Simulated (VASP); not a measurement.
# ScAl3 (Pm-3m) in VASP: further runs

ScAl3 is run at these levels: PBE; tasks: single point.

Everything below comes from runs of VASP 6.6.1. Logs are shortened: lines on timing, memory, paths and dates and some standing lists are left out, and cuts for length are marked.

### Step 1. The cell of the first run

Symmetry: Pm-3m, No. 221, cubic system. The conventional cell has a = 4.105 Å, b = 4.105 Å, c = 4.105 Å, α = 90.00°, β = 90.00°, γ = 90.00°. Sc (site symmetry m-3m) has 12 Al at 2.90 Å within 3.8 Å. Within 3.8 Å of Al (site symmetry 4/mmm) lie 4 Sc at 2.90 Å and 8 Al at 2.90 Å.

### Step 2. Single point, PBE

INCAR reads:

```
SYSTEM = ScAl3
PREC = Accurate
ENCUT = 500
EDIFF = 1E-6
ISMEAR = 0
SIGMA = 0.05
LREAL = .False.
LASPH = .True.
NELM = 120
ALGO = Normal
ISIF = 2
LWAVE = .False.
LCHARG = .False.
GGA = PE
NBANDS = 18
GGA_COMPAT = .False.
```

KPOINTS reads:

```
Automatic mesh
0
Gamma
  10 10 10
  0 0 0
```

POSCAR reads:

```
ScAl3
1.0
    4.1047623779      0.0000000000      0.0000000000
    0.0000000000      4.1047623779      0.0000000000
    0.0000000000      0.0000000000      4.1047623779
Sc Al
1 3
Direct
    0.0000000000      0.0000000000      0.0000000000
    0.5000000000      0.0000000000      0.5000000000
    0.0000000000      0.5000000000      0.5000000000
    0.5000000000      0.5000000000      0.0000000000
```

Potentials or basis: VASP PAW PBE potentials, release 64 (Sc_sv, Al).

Run with:

```bash
$ cat potpaw_PBE.64/Sc_sv/POTCAR potpaw_PBE.64/Al/POTCAR > POTCAR
$ mpirun -np 1 vasp_std > vasp.out
```

OUTCAR:

```text
SYSTEM = ScAl3
   PREC = Accurate
   ENCUT = 500
   EDIFF = 1E-6
   ISMEAR = 0
   LREAL = .False.
   LASPH = .True.
   NELM = 120
   ISIF = 2
   GGA = PE

 ion  position               nearest neighbor table
   1  0.000  0.000  0.000-   2 2.90   3 2.90   4 2.90   2 2.90   3 2.90   3 2.90   4 2.90   3 2.90
                             2 2.90   4 2.90   2 2.90   4 2.90
   2  0.500  0.000  0.500-   1 2.90   3 2.90   4 2.90   1 2.90   4 2.90   3 2.90   4 2.90   4 2.90
                             1 2.90   3 2.90   1 2.90   3 2.90
   3  0.000  0.500  0.500-   1 2.90   2 2.90   4 2.90   1 2.90   4 2.90   1 2.90   2 2.90   1 2.90
                             2 2.90   4 2.90   4 2.90   2 2.90
   4  0.500  0.500  0.000-   1 2.90   2 2.90   3 2.90   2 2.90   3 2.90   1 2.90   2 2.90   2 2.90
                             1 2.90   3 2.90   3 2.90   1 2.90

  LATTYP: Found a simple cubic cell.
 ALAT       =     4.1047623779

  Lattice vectors:

 A1 = (   4.1047623779,   0.0000000000,   0.0000000000)
 A2 = (   0.0000000000,   4.1047623779,   0.0000000000)
 A3 = (   0.0000000000,   0.0000000000,   4.1047623779)

Analysis of symmetry for initial positions (statically):
=====================================================================
 Subroutine PRICEL returns:
 Original cell was already a primitive cell.

 Routine SETGRP: Setting up the symmetry group for a
 simple cubic supercell.

 Subroutine GETGRP returns: Found 48 space group operations
[... 9 lines left out ...]

 Routine SETGRP: Setting up the symmetry group for a
 simple cubic supercell.

 Subroutine GETGRP returns: Found 48 space group operations
[... 11 lines left out ...]
                                     Primitive cell

  volume of cell :      69.1614

  direct lattice vectors                    reciprocal lattice vectors
     4.104762378  0.000000000  0.000000000     0.243619461  0.000000000  0.000000000
     0.000000000  4.104762378  0.000000000     0.000000000  0.243619461  0.000000000
     0.000000000  0.000000000  4.104762378     0.000000000  0.000000000  0.243619461

  length of vectors
     4.104762378  4.104762378  4.104762378     0.243619461  0.243619461  0.243619461

  position of ions in fractional coordinates (direct lattice)
     0.000000000  0.000000000  0.000000000
     0.500000000  0.000000000  0.500000000
     0.000000000  0.500000000  0.500000000
     0.500000000  0.500000000  0.000000000

  ion indices of the primitive-cell ions
   primitive index   ion index
                 1           1
                 2           2
                 3           3
                 4           4
[... 66 lines left out ...]
   ISPIN  =      1    spin polarized calculation?
   LNONCOLLINEAR =      F non collinear calculations
   LSORBIT =      F    spin-orbit coupling
   LASPH  =      T    aspherical Exc in radial PAW
   ENCUT  =  500.0 eV  36.75 Ry    6.06 a.u.   7.48  7.48  7.48*2*pi/ulx,y,z
   NELM   =    120;   NELMIN=  2; NELMDL= -5     # of ELM steps
   EDIFF  = 0.1E-05   stopping-criterion for ELM
   LREAL  =      F    real-space projection
   EDIFFG = 0.1E-04   stopping-criterion for IOM
   NSW    =      0    number of steps for IOM
   IBRION =     -1    ionic relax: 0-MD 1-quasi-New 2-CG
   NFREE  =      0    steps in history (QN), initial steepest desc. (CG)
   ISIF   =      2    stress and relaxation
   ISYM   =      2    0-nonsym 1-usesym 2-fastsym
   POTIM  = 0.5000    time-step for ionic-motion
   TEBEG  =    0.0;   TEEND  =   0.0 temperature during run
   PSTRESS=    0.0 pullay stress
   NELECT =      20.0000    total number of electrons
   NUPDOWN=      -1.0000    fix difference up-down
   EMIN   =  10.00;   EMAX   =-10.00  energy-range for DOS
   EFERMI =   0.00;   METHOD = LEGACY
   ISMEAR =     0;   SIGMA  =   0.05  broadening in eV -4-tet -1-fermi 0-gaus
   EFERMI_NEDOS =   21; number of points for ismear=-14 and -15
   IALGO  =     38    algorithm
   IMIX   =      4    mixing-type and parameters
     AMIX     =   0.40;   BMIX     =  1.00
     AMIX_MAG =   1.60;   BMIX_MAG =  1.00
  volume/ion in A,a.u.               =      17.29       116.68
  Fermi-wavevector in a.u.,A,eV,Ry     =   1.082589  2.045796 15.946004  1.171998
  Thomas-Fermi vector in A             =   2.218634
   LORBIT       =      0    0 simple, 1 ext, 2 COOP (PROOUT), +10 PAW based schemes
   GGA     = PE    functional components
   LHFCALC =     F    Hartree Fock is set to
   AEXX    =    0.0000 exact exchange contribution
   IVDW    =     0    specifies the selected vdW correction
   LEPSILON=     F    determine dielectric tensor
   LRPA    =     F    only Hartree local field effects (RPA)
 non-spin polarized calculation
 Gauss-broadening in eV      SIGMA  =   0.05
  energy-cutoff  :      500.00
  volume of cell :       69.16
 maximum number of plane-waves:      1791
 NGX is ok and might be reduce to    30
   NGX = 15   NGY = 15   NGZ = 15

 number of electron      19.9999995 magnetization

 Free energy of the ion-electron system (eV)
  ---------------------------------------------------
  ext. energy  EPLUGINS =         0.00000000
  ---------------------------------------------------
  free energy    TOTEN  =       -19.29813753 eV

  energy without entropy =      -19.29674279  energy(sigma->0) =      -19.29744016

 E-fermi :   7.1805     XC(G=0): -10.3686

 val. band max:        7.1229890659   @ k =   0.5000   0.1000   0.1000
 cond. band min:       7.1958385899   @ k =   0.3000   0.0000   0.0000
 fundamental gap:      0.0728495241
 Fermi energy:         7.1804851753

 k-point     1 :       0.0000    0.0000    0.0000
  band No.  band energies     occupation
      1     -41.8474      2.00000
      2     -20.5462      2.00000
      3     -20.5462      2.00000
      4     -20.5462      2.00000
      5      -2.8051      2.00000
      6       4.5569      2.00000
[... 481 lines left out ...]
      5      -1.8291      2.00000
      6       1.6507      2.00000
[... 10 lines left out ...]
     17      11.9219      0.00000
     18      12.6872      0.00000

 [... further k-points ...]
[... 5 lines left out ...]
  --------------------------------------------------------------------------------------
  -------------------------------------------------------------------------------------
  Total        0.0036449      0.0036449      0.0036449      0.0000000      0.0000000      0.0000000
  in kB        0.0844367      0.0844367      0.0844367      0.0000000      0.0000000      0.0000000
  external PRESSURE =       0.0844367 kB  Pullay stress =       0.0000000 kB

 VOLUME and BASIS-vectors are now :
 -----------------------------------------------------------------------------
  energy-cutoff  :      500.00
  volume of cell :       69.16
      direct lattice vectors                 reciprocal lattice vectors
     4.104762378  0.000000000  0.000000000     0.243619461  0.000000000  0.000000000
     0.000000000  4.104762378  0.000000000     0.000000000  0.243619461  0.000000000
     0.000000000  0.000000000  4.104762378     0.000000000  0.000000000  0.243619461

 POSITION                                       TOTAL-FORCE (eV/Angst)
 -----------------------------------------------------------------------------------
      0.00000      0.00000      0.00000         0.000000      0.000000      0.000000
      2.05238      0.00000      2.05238         0.000000      0.000000      0.000000
      0.00000      2.05238      2.05238         0.000000      0.000000      0.000000
      2.05238      2.05238      0.00000         0.000000      0.000000      0.000000
 -----------------------------------------------------------------------------------
    total drift:                                0.000000     -0.000000      0.000000

  FREE ENERGIE OF THE ION-ELECTRON SYSTEM (eV)
  ---------------------------------------------------
  free  energy   TOTEN  =       -19.2981375304 eV

  energy  without entropy=      -19.2967427855  energy(sigma->0) =      -19.29744016
```

Wall time 54 s (1 thread of Intel Xeon 6975P-C, shared host); peak memory 0.21 GiB.

What came out:

| Item | Value |
| --- | --- |
| Free energy | -19.2981 eV |
| Pressure | 0.0 GPa |
| Band gap on the k mesh | zero (band 10 reaches 7.96 eV, above the bottom of band 11 at 4.22 eV) |

Levels at points of the mesh, in eV from the Fermi level:
| k point | band 7 | band 8 | band 9 | band 10 | band 11 | band 12 | band 13 | band 14 |
| --- | --- | --- | --- | --- | --- | --- | --- | --- |
| (0.00, 0.00, 0.00) | -2.62 | -1.83 | -1.83 | -1.83 | 1.25 | 1.29 | 1.29 | 1.29 |
| (0.50, 0.00, 0.00) | -1.71 | -1.71 | -1.46 | 0.78 | 0.97 | 0.97 | 1.34 | 1.61 |
| (0.50, 0.50, 0.00) | -5.63 | -4.35 | -0.54 | -0.54 | 1.18 | 1.35 | 2.05 | 2.46 |
| (0.50, 0.50, 0.50) | -4.80 | -4.45 | -2.96 | -2.96 | -2.96 | 0.92 | 2.57 | 2.57 |

### Step 3. Single point, PBE

INCAR reads:

```
PREC = Accurate ; ENCUT = 500
EDIFF = 1E-6 ; ISMEAR = 0
SIGMA = 0.05 ; LREAL = False
LASPH = True ; NELM = 120
ALGO = Normal ; ISIF = 2
LWAVE = False ; LCHARG = False
GGA = PE ; NBANDS = 18
GGA_COMPAT = False
```

KPOINTS reads:

```
Automatic mesh
0
Gamma
  10 10 10
```

POSCAR is that of step 2.

Potentials or basis: VASP PAW PBE potentials, release 64 (Sc_sv, Al).

Run with:

```bash
$ cat potpaw_PBE.64/Sc_sv/POTCAR potpaw_PBE.64/Al/POTCAR > POTCAR
$ mpirun -np 1 vasp_std > vasp.out
```

Wall time 50 s (1 thread of Intel Xeon 6975P-C, shared host); peak memory 0.21 GiB.

It converged, with:

* Free energy: -19.2981 eV
* Pressure: 0.0 GPa
* Band gap on the k mesh: zero (band 10 reaches 7.96 eV, above the bottom of band 11 at 4.22 eV)

Levels at points of the mesh, in eV from the Fermi level:
| k point | band 7 | band 8 | band 9 | band 10 | band 11 | band 12 | band 13 | band 14 |
| --- | --- | --- | --- | --- | --- | --- | --- | --- |
| (0.00, 0.00, 0.00) | -2.62 | -1.83 | -1.83 | -1.83 | 1.25 | 1.29 | 1.29 | 1.29 |
| (0.50, 0.00, 0.00) | -1.71 | -1.71 | -1.46 | 0.78 | 0.97 | 0.97 | 1.34 | 1.61 |
| (0.50, 0.50, 0.00) | -5.63 | -4.35 | -0.54 | -0.54 | 1.18 | 1.35 | 2.05 | 2.46 |
| (0.50, 0.50, 0.50) | -4.80 | -4.45 | -2.96 | -2.96 | -2.96 | 0.92 | 2.57 | 2.57 |

### Step 4. Single point, PBE (volume scaled by 1.020)

INCAR reads:

```
  PREC = Accurate
  ENCUT = 500
  EDIFF = 1E-6
  ISMEAR = 0
  SIGMA = 0.05
  LREAL = False
  LASPH = True
  NELM = 120
  ALGO = Normal
  ISIF = 2
  LWAVE = False
  LCHARG = False
  GGA = PE
  NBANDS = 18
  GGA_COMPAT = False
```

KPOINTS reads:

```
regular mesh
0
Gamma
  10 10 10
```

POSCAR reads:

```
ScAl3
1.0
    4.1319470269      0.0000000000      0.0000000000
    0.0000000000      4.1319470269      0.0000000000
    0.0000000000      0.0000000000      4.1319470269
Sc Al
1 3
Direct
    0.0000000000      0.0000000000      0.0000000000
    0.5000000000      0.0000000000      0.5000000000
    0.0000000000      0.5000000000      0.5000000000
    0.5000000000      0.5000000000      0.0000000000
```

Run with:

```bash
$ cat potpaw_PBE.64/Sc_sv/POTCAR potpaw_PBE.64/Al/POTCAR > POTCAR
$ mpirun -np 1 vasp_std > vasp.out
```

Wall time 54 s (1 thread of Intel Xeon 6975P-C, shared host); peak memory 0.21 GiB.

The run converged. Its results:

* Free energy: -19.2914 eV
* Pressure: -1.6 GPa
* Band gap on the k mesh: zero (band 10 reaches 7.78 eV, above the bottom of band 11 at 4.06 eV)

Levels at points of the mesh, in eV from the Fermi level:
```csv
k point,band 7,band 8,band 9,band 10,band 11,band 12,band 13,band 14
"(0.00, 0.00, 0.00)",-2.60,-1.81,-1.81,-1.81,1.25,1.28,1.28,1.28
"(0.50, 0.00, 0.00)",-1.68,-1.68,-1.42,0.67,0.94,0.94,1.34,1.59
"(0.50, 0.50, 0.00)",-5.60,-4.30,-0.53,-0.53,1.18,1.32,2.01,2.41
"(0.50, 0.50, 0.50)",-4.76,-4.38,-2.94,-2.94,-2.94,0.87,2.52,2.52
```

### Step 5. Single point, PBE (volume scaled by 1.040)

INCAR reads:

```
SYSTEM = ScAl3
  PREC = Accurate
  ENCUT = 500
  EDIFF = 1E-6
  ISMEAR = 0
  SIGMA = 0.05
  LREAL = .False.
  LASPH = .True.
  NELM = 120
  ALGO = Normal
  ISIF = 2
  LWAVE = .False.
  LCHARG = .False.
  GGA = PE
  NBANDS = 18
  GGA_COMPAT = .False.
```

KPOINTS reads:

```
regular mesh
0
Gamma
  10 10 10
  0 0 0
```

POSCAR reads:

```
ScAl3
1.0
    4.1587786036      0.0000000000      0.0000000000
    0.0000000000      4.1587786036      0.0000000000
    0.0000000000      0.0000000000      4.1587786036
Sc Al
1 3
Direct
    0.0000000000      0.0000000000      0.0000000000
    0.5000000000      0.0000000000      0.5000000000
    0.0000000000      0.5000000000      0.5000000000
    0.5000000000      0.5000000000      0.0000000000
```

Potentials or basis: VASP PAW PBE potentials, release 64 (Sc_sv, Al).

Run with:

```bash
$ cat potpaw_PBE.64/Sc_sv/POTCAR potpaw_PBE.64/Al/POTCAR > POTCAR
$ mpirun -np 1 vasp_std > vasp.out
```

OUTCAR:

```text
SYSTEM = ScAl3
   PREC = Accurate
   ENCUT = 500
   EDIFF = 1E-6
   ISMEAR = 0
   LREAL = .False.
   LASPH = .True.
   NELM = 120
   ISIF = 2
   GGA = PE

 ion  position               nearest neighbor table
   1  0.000  0.000  0.000-   2 2.94   3 2.94   4 2.94   2 2.94   3 2.94   3 2.94   4 2.94   3 2.94
                             2 2.94   4 2.94   2 2.94   4 2.94
   2  0.500  0.000  0.500-   1 2.94   3 2.94   4 2.94   1 2.94   4 2.94   3 2.94   4 2.94   4 2.94
                             1 2.94   3 2.94   1 2.94   3 2.94
   3  0.000  0.500  0.500-   1 2.94   2 2.94   4 2.94   1 2.94   4 2.94   1 2.94   2 2.94   1 2.94
                             2 2.94   4 2.94   4 2.94   2 2.94
   4  0.500  0.500  0.000-   1 2.94   2 2.94   3 2.94   2 2.94   3 2.94   1 2.94   2 2.94   2 2.94
                             1 2.94   3 2.94   3 2.94   1 2.94

  LATTYP: Found a simple cubic cell.
 ALAT       =     4.1587786036

  Lattice vectors:

 A1 = (   4.1587786036,   0.0000000000,   0.0000000000)
 A2 = (   0.0000000000,   4.1587786036,   0.0000000000)
 A3 = (   0.0000000000,   0.0000000000,   4.1587786036)

Analysis of symmetry for initial positions (statically):
=====================================================================
 Subroutine PRICEL returns:
 Original cell was already a primitive cell.

[... 172 lines left out ...]

 E-fermi :   6.8293     XC(G=0): -10.2184

 val. band max:        6.7881793503   @ k =   0.2000   0.2000   0.1000
 cond. band min:       6.8440734606   @ k =   0.4000   0.1000   0.1000
 fundamental gap:      0.0558941102
 Fermi energy:         6.8293188746

 k-point     1 :       0.0000    0.0000    0.0000
  band No.  band energies     occupation
      1     -42.3295      2.00000
      2     -21.0142      2.00000
      3     -21.0142      2.00000
      4     -21.0142      2.00000
      5      -2.9466      2.00000
      6       4.2520      2.00000
[... 481 lines left out ...]
      5      -1.9994      2.00000
      6       1.3944      2.00000
[... 10 lines left out ...]
     17      11.3946      0.00000
     18      12.1221      0.00000

 [... further k-points ...]
[... 5 lines left out ...]
  --------------------------------------------------------------------------------------
  -------------------------------------------------------------------------------------
  Total       -1.4066703     -1.4066703     -1.4066703     -0.0000000     -0.0000000      0.0000000
  in kB      -31.3332549    -31.3332549    -31.3332549     -0.0000000     -0.0000000      0.0000000
  external PRESSURE =     -31.3332549 kB  Pullay stress =       0.0000000 kB

 VOLUME and BASIS-vectors are now :
 -----------------------------------------------------------------------------
  energy-cutoff  :      500.00
  volume of cell :       71.93
      direct lattice vectors                 reciprocal lattice vectors
     4.158778604  0.000000000  0.000000000     0.240455214  0.000000000  0.000000000
     0.000000000  4.158778604  0.000000000     0.000000000  0.240455214  0.000000000
     0.000000000  0.000000000  4.158778604     0.000000000  0.000000000  0.240455214

 POSITION                                       TOTAL-FORCE (eV/Angst)
 -----------------------------------------------------------------------------------
      0.00000      0.00000      0.00000         0.000000      0.000000      0.000000
      2.07939      0.00000      2.07939         0.000000      0.000000      0.000000
      0.00000      2.07939      2.07939         0.000000      0.000000      0.000000
      2.07939      2.07939      0.00000         0.000000      0.000000      0.000000
 -----------------------------------------------------------------------------------
    total drift:                                0.000000     -0.000000      0.000000

  FREE ENERGIE OF THE ION-ELECTRON SYSTEM (eV)
  ---------------------------------------------------
  free  energy   TOTEN  =       -19.2710407854 eV

  energy  without entropy=      -19.2690954656  energy(sigma->0) =      -19.27006813
```

OSZICAR:

```text
N       E                     dE             d eps       ncg     rms          rms(c)
DAV:   1     0.102645484742E+03    0.10265E+03   -0.80428E+03  2016   0.968E+02
DAV:   2    -0.157583831848E+02   -0.11840E+03   -0.11576E+03  2042   0.281E+02
DAV:   3    -0.202129180901E+02   -0.44545E+01   -0.43261E+01  3088   0.534E+01
DAV:   4    -0.203288238095E+02   -0.11591E+00   -0.11550E+00  3040   0.842E+00
DAV:   5    -0.203314185388E+02   -0.25947E-02   -0.25945E-02  3008   0.117E+00    0.818E+00
DAV:   6    -0.193400211316E+02    0.99140E+00   -0.38646E+00  3022   0.200E+01    0.273E+00
DAV:   7    -0.192968105472E+02    0.43211E-01   -0.13748E-01  3098   0.288E+00    0.172E+00
DAV:   8    -0.192720354374E+02    0.24775E-01   -0.53891E-02  3252   0.197E+00    0.338E-01
DAV:   9    -0.192716659065E+02    0.36953E-03   -0.14909E-02  3106   0.133E+00    0.203E-01
DAV:  10    -0.192710466716E+02    0.61923E-03   -0.29071E-03  3344   0.528E-01    0.367E-02
DAV:  11    -0.192710852061E+02   -0.38534E-04   -0.28969E-04  3280   0.157E-01    0.476E-02
DAV:  12    -0.192710401494E+02    0.45057E-04   -0.20455E-04  2892   0.154E-01    0.441E-03
DAV:  13    -0.192710407854E+02   -0.63603E-06   -0.43119E-06  2712   0.150E-02
   1 F= -.19271041E+02 E0= -.19270068E+02  d E =-.194532E-02
```

stdout:

```text
POSCAR found type information on POSCAR ScAl
 POSCAR found :  2 types and       4 ions
 scaLAPACK will be used
 LDA part: xc-table for (Slater+PW92), standard interpolation
 POSCAR, INCAR and KPOINTS ok, starting setup
 FFT: planning ... GRIDC
 FFT: planning ... GRID_SOFT
 FFT: planning ... GRID
 WAVECAR not read
 entering main loop
```

It took 55 s on 1 thread of Intel Xeon 6975P-C, shared host; peak memory 0.21 GiB.

What came out:

```yaml
Free_energy: -19.2710 eV
Pressure: -3.1 GPa
Band_gap_on_the_k_mesh: zero (band 10 reaches 7.60 eV, above the bottom of band 11 at 3.92 eV)
```

### Step 6. Summary

```tsv
cell	gap on the mesh (eV)	pressure (GPa)
a = 4.105 Å, 4 atoms	none	0.0
a = 4.132 Å, 4 atoms	none	-1.6
a = 4.159 Å, 4 atoms	none	-3.1
```

Alike in all rows: task single point; level PBE; potentials or basis VASP PAW PBE potentials, release 64 (Sc_sv, Al); no spin polarisation; k mesh 10 × 10 × 10; cutoff (eV) 500; smearing gaussian 0.05 eV.

Total energies depend on the potentials used, so only differences within one code and one set of settings carry meaning.
